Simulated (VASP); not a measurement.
# Cd4SeS3 (P-4m2) in VASP: notebook

The runs below take Cd4SeS3 through single point, with PBE.

All numbers are computed with VASP 6.6.1; they aren't measurements. Logs are shortened: lines on timing, memory, paths and dates and some standing lists are left out, and cuts for length are marked.

## (1) The cell of the first run

It takes space group P-4m2 (No. 115, tetragonal). The conventional cell has a = 4.154 Å, b = 4.154 Å, c = 11.722 Å, α = 90.00°, β = 90.00°, γ = 90.00°. Within 3.3 Å of Cd (site symmetry 2mm) lie 4 S at 2.52 Å. Within 3.3 Å of Cd (site symmetry 2mm) lie 2 S at 2.52 Å and 2 Se at 2.61 Å. Within 3.4 Å of Se (site symmetry -4m2) lie 4 Cd at 2.61 Å. S (site symmetry 2mm) has 4 Cd at 2.52 Å within 3.3 Å. S (site symmetry -4m2) has 4 Cd at 2.52 Å within 3.3 Å.

## (2) Single point, PBE (25.29 Å³/atom)

INCAR

```
SYSTEM = Cd4SeS3
PREC = Accurate
ENCUT = 520
EDIFF = 1E-7
ISMEAR = 0
SIGMA = 0.02
LREAL = .False.
LASPH = .True.
NELM = 100
ALGO = Normal
ISIF = 2
LWAVE = .False.
LCHARG = .False.
GGA = PE
NBANDS = 46
```

KPOINTS

```
Automatic mesh
0
Gamma
  6 6 4
  0 0 0
```

POSCAR

```
Cd4SeS3
1.0
    4.1544926936      0.0000000000      0.0000000000
    0.0000000000      4.1544926936      0.0000000000
    0.0000000000      0.0000000000     11.7215411649
Cd Se S
4 1 3
Direct
    0.5000000000      0.0000000000      0.6215952934
    0.0000000000      0.5000000000      0.8653813979
    0.5000000000      0.0000000000      0.1346186021
    0.0000000000      0.5000000000      0.3784047066
    0.0000000000      0.0000000000      0.0000000000
    0.5000000000      0.5000000000      0.2566205062
    0.0000000000      0.0000000000      0.5000000000
    0.5000000000      0.5000000000      0.7433794938
```

Potentials or basis: VASP PAW PBE potentials, release 64 (Cd, Se, S).

Launch:

```
$ cat potpaw_PBE.64/Cd/POTCAR potpaw_PBE.64/Se/POTCAR potpaw_PBE.64/S/POTCAR > POTCAR
$ mpirun -np 1 vasp_std > vasp.out
```

OUTCAR:

```text
SYSTEM = Cd4SeS3
   PREC = Accurate
   ENCUT = 520
   EDIFF = 1E-7
   ISMEAR = 0
   LREAL = .False.
   LASPH = .True.
   NELM = 100
   ISIF = 2
   GGA = PE

 ion  position               nearest neighbor table
   1  0.500  0.000  0.622-   7 2.52   7 2.52   8 2.52   8 2.52
   2  0.000  0.500  0.865-   8 2.52   8 2.52   5 2.61   5 2.61
   3  0.500  0.000  0.135-   6 2.52   6 2.52   5 2.61   5 2.61
   4  0.000  0.500  0.378-   7 2.52   7 2.52   6 2.52   6 2.52
   5  0.000  0.000  0.000-   2 2.61   3 2.61   2 2.61   3 2.61
   6  0.500  0.500  0.257-   4 2.52   4 2.52   3 2.52   3 2.52
   7  0.000  0.000  0.500-   1 2.52   4 2.52   4 2.52   1 2.52
   8  0.500  0.500  0.743-   1 2.52   1 2.52   2 2.52   2 2.52

  LATTYP: Found a simple tetragonal cell.
 ALAT       =     4.1544926936
 C/A-ratio  =     2.8214133540

  Lattice vectors:

 A1 = (   4.1544926936,   0.0000000000,   0.0000000000)
 A2 = (   0.0000000000,   4.1544926936,   0.0000000000)
 A3 = (   0.0000000000,   0.0000000000,  11.7215411649)

Analysis of symmetry for initial positions (statically):
=====================================================================
 Subroutine PRICEL returns:
 Original cell was already a primitive cell.

 Routine SETGRP: Setting up the symmetry group for a
 simple tetragonal supercell.

 Subroutine GETGRP returns: Found  8 space group operations
 (whereof  8 operations were pure point group operations)
 out of a pool of 16 trial point group operations.

The static configuration has the point symmetry D_2d.

Analysis of symmetry for dynamics (positions and initial velocities):
=====================================================================
 Subroutine PRICEL returns:
 Original cell was already a primitive cell.

 Routine SETGRP: Setting up the symmetry group for a
 simple tetragonal supercell.

 Subroutine GETGRP returns: Found  8 space group operations
 (whereof  8 operations were pure point group operations)
 out of a pool of 16 trial point group operations.

The dynamic configuration has the point symmetry D_2d.

 Subroutine INISYM returns: Found  8 space group operations
 (whereof  8 operations are pure point group operations),
 and found     1 'primitive' translations

----------------------------------------------------------------------------------------

                                     Primitive cell

  volume of cell :     202.3116

  direct lattice vectors                    reciprocal lattice vectors
     4.154492694  0.000000000  0.000000000     0.240703276  0.000000000  0.000000000
     0.000000000  4.154492694  0.000000000     0.000000000  0.240703276  0.000000000
     0.000000000  0.000000000 11.721541165     0.000000000  0.000000000  0.085313014

  length of vectors
     4.154492694  4.154492694 11.721541165     0.240703276  0.240703276  0.085313014

  position of ions in fractional coordinates (direct lattice)
     0.500000000  0.000000000  0.621595293
     0.000000000  0.500000000  0.865381398
     0.500000000  0.000000000  0.134618602
     0.000000000  0.500000000  0.378404707
     0.000000000  0.000000000  0.000000000
     0.500000000  0.500000000  0.256620506
     0.000000000  0.000000000  0.500000000
     0.500000000  0.500000000  0.743379494

  ion indices of the primitive-cell ions
   primitive index   ion index
                 1           1
                 2           2
                 3           3
                 4           4
                 5           5
                 6           6
                 7           7
                 8           8

----------------------------------------------------------------------------------------

 KPOINTS: Automatic mesh

Automatic generation of k-mesh.
 Grid dimensions read from file:
 generate k-points for:    6    6    4

 Generating k-lattice:

  Cartesian coordinates                     Fractional coordinates (reciprocal lattice)
     0.040117213  0.000000000  0.000000000     0.166666667  0.000000000  0.000000000
     0.000000000  0.040117213  0.000000000     0.000000000  0.166666667  0.000000000
     0.000000000  0.000000000  0.021328253     0.000000000  0.000000000  0.250000000

  Length of vectors
     0.040117213  0.040117213  0.021328253

  Shift w.r.t. Gamma in fractional coordinates (k-lattice)
     0.000000000  0.000000000  0.000000000

 Subroutine IBZKPT returns following result:
 ===========================================

 Found     30 irreducible k-points:

 Following reciprocal coordinates:
            Coordinates               Weight
  0.000000  0.000000  0.000000      1.000000
  0.166667  0.000000  0.000000      4.000000
  0.333333  0.000000  0.000000      4.000000
  0.500000  0.000000  0.000000      2.000000
  0.166667  0.166667  0.000000      4.000000
  0.333333  0.166667  0.000000      8.000000
[... 16 lines left out ...]
  0.333333  0.000000  0.500000      4.000000
  0.500000  0.000000  0.500000      2.000000
 [... further k-points ...]
   k-points           NKPTS =     30   k-points in BZ     NKDIM =     30   number of bands    NBANDS=     46
   number of dos      NEDOS =    301   number of ions     NIONS =      8
   total plane-waves  NPLWV =  92160
   dimension x,y,z NGX =    32 NGY =   32 NGZ =   90
   dimension x,y,z NGXF=    64 NGYF=   64 NGZF=  180
   ions per type =               4   1   3
   NGX,Y,Z   is equivalent  to a cutoff of  12.81, 12.81, 12.76 a.u.
   NGXF,Y,Z  is equivalent  to a cutoff of  25.61, 25.61, 25.53 a.u.
 SYSTEM =  Cd4SeS3
   PREC   = accura    normal or accurate (medium, high low for compatibility)
   ISTART =      0    job   : 0-new  1-cont  2-samecut
   ICHARG =      2    charge: 1-file 2-atom 10-const
   ISPIN  =      1    spin polarized calculation?
   LNONCOLLINEAR =      F non collinear calculations
   LSORBIT =      F    spin-orbit coupling
   LASPH  =      T    aspherical Exc in radial PAW
   ENCUT  =  520.0 eV  38.22 Ry    6.18 a.u.   7.72  7.72 21.79*2*pi/ulx,y,z
   NELM   =    100;   NELMIN=  2; NELMDL= -5     # of ELM steps
   EDIFF  = 0.1E-06   stopping-criterion for ELM
   LREAL  =      F    real-space projection
   EDIFFG = 0.1E-05   stopping-criterion for IOM
   NSW    =      0    number of steps for IOM
   IBRION =     -1    ionic relax: 0-MD 1-quasi-New 2-CG
   NFREE  =      0    steps in history (QN), initial steepest desc. (CG)
   ISIF   =      2    stress and relaxation
   ISYM   =      2    0-nonsym 1-usesym 2-fastsym
   POTIM  = 0.5000    time-step for ionic-motion
   TEBEG  =    0.0;   TEEND  =   0.0 temperature during run
   PSTRESS=    0.0 pullay stress
   NELECT =      72.0000    total number of electrons
   NUPDOWN=      -1.0000    fix difference up-down
   EMIN   =  10.00;   EMAX   =-10.00  energy-range for DOS
   EFERMI =   0.00;   METHOD = LEGACY
   ISMEAR =     0;   SIGMA  =   0.02  broadening in eV -4-tet -1-fermi 0-gaus
   EFERMI_NEDOS =   21; number of points for ismear=-14 and -15
   IALGO  =     38    algorithm
   IMIX   =      4    mixing-type and parameters
     AMIX     =   0.40;   BMIX     =  1.00
     AMIX_MAG =   1.60;   BMIX_MAG =  1.00
  volume/ion in A,a.u.               =      25.29       170.66
  Fermi-wavevector in a.u.,A,eV,Ry     =   1.160145  2.192355 18.312561  1.345935
  Thomas-Fermi vector in A             =   2.296730
   LORBIT       =      0    0 simple, 1 ext, 2 COOP (PROOUT), +10 PAW based schemes
   GGA     = PE    functional components
   LHFCALC =     F    Hartree Fock is set to
   AEXX    =    0.0000 exact exchange contribution
   IVDW    =     0    specifies the selected vdW correction
   LEPSILON=     F    determine dielectric tensor
   LRPA    =     F    only Hartree local field effects (RPA)
 non-spin polarized calculation
 Gauss-broadening in eV      SIGMA  =   0.02
  energy-cutoff  :      520.00
  volume of cell :      202.31
 maximum number of plane-waves:      5480
 NGX is ok and might be reduce to    32
   NGX = 15   NGY = 15   NGZ = 43

 number of electron      72.0000020 magnetization

 Free energy of the ion-electron system (eV)
  ---------------------------------------------------
  ext. energy  EPLUGINS =         0.00000000
  ---------------------------------------------------
  free energy    TOTEN  =       -23.73921604 eV

  energy without entropy =      -23.73921604  energy(sigma->0) =      -23.73921604

 E-fermi :   1.4945     XC(G=0):  -9.1433

 val. band max:        1.3714581963   @ k =   0.0000   0.0000   0.0000
 cond. band min:       2.3497880054   @ k =   0.0000   0.0000   0.0000
 fundamental gap:      0.9783298090
 Fermi energy:         1.4945419804

 k-point     1 :       0.0000    0.0000    0.0000
  band No.  band energies     occupation
      1     -11.1793      2.00000
      2     -10.9015      2.00000
      3     -10.8948      2.00000
      4     -10.6230      2.00000
      5      -6.5138      2.00000
      6      -6.5138      2.00000
[... 38 lines left out ...]
     45       7.7184      0.00000
     46       7.7246      0.00000

 k-point     2 :       0.1667    0.0000    0.0000
  band No.  band energies     occupation
      1     -11.1065      2.00000
      2     -10.8649      2.00000
      3     -10.8596      2.00000
      4     -10.6259      2.00000
      5      -6.4935      2.00000
      6      -6.4715      2.00000
[... 38 lines left out ...]
     45       7.8954      0.00000
     46       8.0512      0.00000

 k-point     3 :       0.3333    0.0000    0.0000
  band No.  band energies     occupation
      1     -10.9326      2.00000
      2     -10.7911      2.00000
      3     -10.7890      2.00000
      4     -10.6568      2.00000
      5      -6.4412      2.00000
      6      -6.4070      2.00000
[... 38 lines left out ...]
     45       8.0927      0.00000
     46       8.3208      0.00000

 k-point     4 :       0.5000    0.0000    0.0000
  band No.  band energies     occupation
      1     -10.7616      2.00000
      2     -10.7576      2.00000
      3     -10.7536      2.00000
      4     -10.7510      2.00000
      5      -6.4055      2.00000
      6      -6.4008      2.00000
[... 920 lines left out ...]
     45       8.0629      0.00000
     46       8.1683      0.00000

 k-point    23 :       0.3333    0.0000    0.5000
  band No.  band energies     occupation
      1     -10.8955      2.00000
      2     -10.8843      2.00000
      3     -10.6965      2.00000
      4     -10.6932      2.00000
      5      -6.4414      2.00000
      6      -6.4156      2.00000
[... 38 lines left out ...]
     45       8.1989      0.00000
     46       8.2264      0.00000

 k-point    24 :       0.5000    0.0000    0.5000
  band No.  band energies     occupation
      1     -10.7612      2.00000
      2     -10.7563      2.00000
      3     -10.7549      2.00000
      4     -10.7514      2.00000
      5      -6.3956      2.00000
      6      -6.3949      2.00000
[... 38 lines left out ...]
     45       8.3970      0.00000
     46       8.4391      0.00000

 [... further k-points ...]
[... 5 lines left out ...]
  --------------------------------------------------------------------------------------
  -------------------------------------------------------------------------------------
  Total        5.0986325      5.0986325      5.0937487      0.0000000      0.0000000      0.0000000
  in kB       40.3778855     40.3778855     40.3392093      0.0000000      0.0000000      0.0000000
  external PRESSURE =      40.3649934 kB  Pullay stress =       0.0000000 kB

 VOLUME and BASIS-vectors are now :
 -----------------------------------------------------------------------------
  energy-cutoff  :      520.00
  volume of cell :      202.31
      direct lattice vectors                 reciprocal lattice vectors
     4.154492694  0.000000000  0.000000000     0.240703276  0.000000000  0.000000000
     0.000000000  4.154492694  0.000000000     0.000000000  0.240703276  0.000000000
     0.000000000  0.000000000 11.721541165     0.000000000  0.000000000  0.085313014

 POSITION                                       TOTAL-FORCE (eV/Angst)
 -----------------------------------------------------------------------------------
      2.07725      0.00000      7.28605        -0.000000      0.000000      0.000799
      0.00000      2.07725     10.14360        -0.000000      0.000000     -0.005414
      2.07725      0.00000      1.57794         0.000000      0.000000      0.005414
      0.00000      2.07725      4.43549        -0.000000      0.000000     -0.000799
      0.00000      0.00000      0.00000        -0.000000      0.000000     -0.000000
      2.07725      2.07725      3.00799        -0.000000     -0.000000     -0.003618
      0.00000      0.00000      5.86077        -0.000000      0.000000     -0.000000
      2.07725      2.07725      8.71355        -0.000000     -0.000000      0.003618
 -----------------------------------------------------------------------------------
    total drift:                                0.000000      0.000000      0.000000

  FREE ENERGIE OF THE ION-ELECTRON SYSTEM (eV)
  ---------------------------------------------------
  free  energy   TOTEN  =       -23.7392160386 eV

  energy  without entropy=      -23.7392160386  energy(sigma->0) =      -23.73921604
```

Run time: 1.9 min. Hardware: 1 thread of Intel Xeon 6975P-C (Granite Rapids), shared host; peak memory 0.43 GiB.

What came out:

```
Free energy            : -23.7392 eV
Pressure               : 4.0 GPa
Largest force          : 0.005 eV/Å
Band gap on the k mesh : 0.98 eV
```

Forces in eV/Å, atoms in the order of the input:
```
Cd   0.000  0.000  0.001
Cd   0.000  0.000 -0.005
Cd   0.000  0.000  0.005
Cd   0.000  0.000 -0.001
Se   0.000  0.000  0.000
S    0.000  0.000 -0.004
S    0.000  0.000  0.000
S    0.000  0.000  0.004
```

Caveat: the cell stands under pressure. A k mesh can miss the band edges.

## (3) Single point, PBE (26.10 Å³/atom)

This run uses another cell than the first one, of 26.10 Å³/atom.

INCAR

```
SYSTEM = Cd4SeS3
PREC = Accurate
ENCUT = 520
EDIFF = 1E-7
ISMEAR = 0
SIGMA = 0.02
LREAL = .FALSE.
LASPH = .TRUE.
NELM = 100
ALGO = Normal
ISIF = 2
LWAVE = .FALSE.
LCHARG = .FALSE.
GGA = PE
NBANDS = 46
```

KPOINTS

```
Automatic mesh
0
G
  6 6 4
  0 0 0
```

POSCAR, as its differences from that of step 2:

```diff
@@ -2,5 +2,5 @@
 1.0
-    4.1544926936      0.0000000000      0.0000000000
-    0.0000000000      4.1544926936      0.0000000000
-    0.0000000000      0.0000000000     11.7215411649
+    4.1982274096      0.0000000000      0.0000000000
+    0.0000000000      4.1982274096      0.0000000000
+    0.0000000000      0.0000000000     11.8449348766
 Cd Se S
```

Potentials or basis: VASP PAW PBE potentials, release 64 (Cd, Se, S).

Launch:

```
$ cat potpaw_PBE.64/Cd/POTCAR potpaw_PBE.64/Se/POTCAR potpaw_PBE.64/S/POTCAR > POTCAR
$ mpirun -np 1 vasp_std > vasp.out
```

Wall time 2.1 min (1 thread of Intel Xeon 6975P-C (Granite Rapids), shared host); peak memory 0.43 GiB.

The run converged. Its results:

```
Free energy            : -23.8605 eV
Pressure               : 2.0 GPa
Largest force          : 0.006 eV/Å
Band gap on the k mesh : 0.91 eV
```

Forces on the atoms (eV/Å):
```
Cd   0.000  0.000  0.000
Cd   0.000  0.000  0.006
Cd   0.000  0.000 -0.006
Cd   0.000  0.000  0.000
Se   0.000  0.000  0.000
S    0.000  0.000 -0.001
S    0.000  0.000  0.000
S    0.000  0.000  0.001
```

Levels at points of the mesh, in eV from the valence-band top:
```tsv
k point	band 33	band 34	band 35	band 36	band 37	band 38	band 39	band 40
(0.00, 0.00, 0.00)	-0.91	-0.06	0.00	0.00	0.91	3.38	3.42	3.48
(0.50, 0.00, 0.00)	-0.92	-0.79	-0.76	-0.35	2.72	2.82	4.00	4.07
(0.50, 0.50, 0.00)	-1.94	-1.84	-1.84	-1.72	3.31	3.53	4.12	4.12
(0.00, 0.00, 0.50)	-0.50	-0.50	-0.19	-0.19	2.06	2.13	3.58	3.69
(0.50, 0.00, 0.50)	-0.93	-0.93	-0.93	-0.35	3.26	3.38	3.39	3.43
(0.50, 0.50, 0.50)	-2.06	-1.97	-1.97	-1.83	3.94	4.17	4.20	4.23
```

A k mesh can miss the band edges.

## (4) Single point, PBE

This run uses another cell than the first one, of 26.90 Å³/atom.

INCAR

```
PREC = Accurate
ENCUT = 520
EDIFF = 1E-6
ISMEAR = 0
SIGMA = 0.1
LREAL = F
LASPH = T
NELM = 80
ALGO = Normal
ISIF = 2
LWAVE = F
LCHARG = T
GGA = PE
LELF = T
LVHAR = T
NBANDS = 46
```

KPOINTS

```
Automatic mesh
0
Gamma
  4 4 1
```

POSCAR

```
Cd4SeS3
1.0
    4.2418401000      0.0000000000      0.0000000000
    0.0000000000      4.2418401000      0.0000000000
    0.0000000000      0.0000000000     11.9614623000
Cd Se S
4 1 3
Direct
    0.5000000000      0.0000000000      0.6216120000
    0.0000000000      0.5000000000      0.8655710000
    0.5000000000      0.0000000000      0.1344290000
    0.0000000000      0.5000000000      0.3783880000
    0.0000000000      0.0000000000      0.0000000000
    0.5000000000      0.5000000000      0.2565630000
    0.0000000000      0.0000000000      0.5000000000
    0.5000000000      0.5000000000      0.7434370000
```

Launch:

```
$ cat potpaw_PBE.64/Cd/POTCAR potpaw_PBE.64/Se/POTCAR potpaw_PBE.64/S/POTCAR > POTCAR
$ mpirun -np 1 vasp_std > vasp.out
```

Run time: 33 s. Hardware: 1 thread of Intel Xeon 6975P-C (Granite Rapids), shared host; peak memory 0.3 GiB.

Results (log left out):

- Free energy: -23.8473 eV
- Pressure: 0.3 GPa
- Band gap on the k mesh: 0.84 eV

Stress tensor (GPa, compression positive):
```
0.36 0.00 0.00
0.00 0.36 0.00
0.00 0.00 0.26
```

Levels at points of the mesh, in eV from the valence-band top:
```tsv
k point	band 32	band 33	band 34	band 35	band 36	band 37	band 38	band 39	band 40	band 41
(0.00, 0.00, 0.00)	-0.86	-0.86	-0.06	0.00	0.00	0.84	3.32	3.35	3.48	4.04
(0.50, 0.00, 0.00)	-0.89	-0.88	-0.75	-0.71	-0.33	2.67	2.76	3.89	3.96	5.89
(0.50, 0.50, 0.00)	-2.08	-1.84	-1.74	-1.74	-1.63	3.36	3.57	4.07	4.07	5.06
```

Caveat: the k points lie up to 0.53 Å⁻¹ apart.

## (5) Overview

```tsv
cell	k mesh	smearing	gap on the mesh (eV)	pressure (GPa)	largest force (eV/Å)
a = 4.154, b = 4.154, c = 11.722 Å, 8 atoms	6 × 6 × 4	gaussian 0.02 eV	0.98	4.0	0.01
a = 4.198, b = 4.198, c = 11.845 Å, 8 atoms	6 × 6 × 4	gaussian 0.02 eV	0.91	2.0	0.01
a = 4.242, b = 4.242, c = 11.961 Å, 8 atoms	4 × 4 × 1	gaussian 0.1 eV	0.84	0.3	-
```

Alike in all rows: task single point; level PBE; potentials or basis VASP PAW PBE potentials, release 64 (Cd, Se, S); no spin polarisation; cutoff (eV) 520.

Caveats: some runs use coarse meshes; the cell stands under pressure (at least some runs).

Total energies depend on the potentials used, so only differences within one code and one set of settings carry meaning.
